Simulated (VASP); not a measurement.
Wanted: the native input for a VASP 6.6.1 run.

| Quantity | Value |
| --- | --- |
| Task | relaxation of cell and atoms |
| Functional | LDA |
| Potentials or basis | VASP PAW LDA potentials, release 64 (Ba_sv, Hg) |
| Cutoff | 600 eV |
| k mesh | 5 × 5 × 3 |
| Occupations | gaussian, width 0.1 eV |
| Spin | no spin polarisation |
| Dipole correction | no |
| Further INCAR settings | ALGO = Normal; EDIFF = 1e-06; IBRION = 2; EDIFFG = -0.01; NSW = 80; ISIF = 3 |

The structure of BaHg lies in POSCAR:

```
BaHg
1.0
    5.1300000000      0.0000000000      0.0000000000
   -2.5650000000      4.4427103214      0.0000000000
    0.0000000000      0.0000000000      8.3772900000
Ba Hg
2 2
Direct
    0.3333333333      0.6666666667      0.0000000000
    0.6666666667      0.3333333333      0.5000000000
    0.3333333333      0.6666666667      0.3750000000
    0.6666666667      0.3333333333      0.8750000000
```

One way to write it, as run:

INCAR

```
SYSTEM = BaHg
PREC = Accurate ; ENCUT = 600
EDIFF = 1E-6 ; ISMEAR = 0
SIGMA = 0.1 ; LREAL = .FALSE.
LASPH = .TRUE. ; NELM = 60
ALGO = Normal ; ISIF = 3
LWAVE = .FALSE. ; LCHARG = .FALSE.
GGA = CA ; IBRION = 2
NSW = 80 ; EDIFFG = -0.01
```

KPOINTS

```
regular mesh
0
G
  5 5 3
  0 0 0
```

Potentials or basis: VASP PAW LDA potentials, release 64 (Ba_sv, Hg).

Launch:

```console
$ cat potpaw_LDA.64/Ba_sv/POTCAR potpaw_LDA.64/Hg/POTCAR > POTCAR
$ mpirun -np 1 vasp_std > vasp.out
```

Results of the run:

| Property | Result |
| --- | --- |
| Relaxed volume | 43.39 Å³/atom |
| Relaxed cell | a = 4.318 Å, b = 4.318 Å, c = 10.747 Å, α = 90.00°, β = 90.00°, γ = 120.00° |
| Space group after relaxing (to 0.1 Å) | P6_3mc (No. 186) |
| Energy gained by relaxing | 105.6 meV/atom |
| Ionic steps | 42 |
| Pressure after relaxing | 0.0 GPa |
| Largest force after relaxing | 0.003 eV/Å |
| Band gap on the k mesh | 0.31 eV (least direct gap 0.40 eV) |

Caveat: a cell axis changed by over 15 % at a fixed basis, so the end point is rough; spin-orbit coupling is left out, which moves the levels of the heavy elements; an odd mesh through Γ misses points on the zone boundary, where band edges can lie.

Wall time 18 min on 1 thread of AMD EPYC 7R13 Processor (Zen 3) (shared host), peak memory 0.29 GiB.
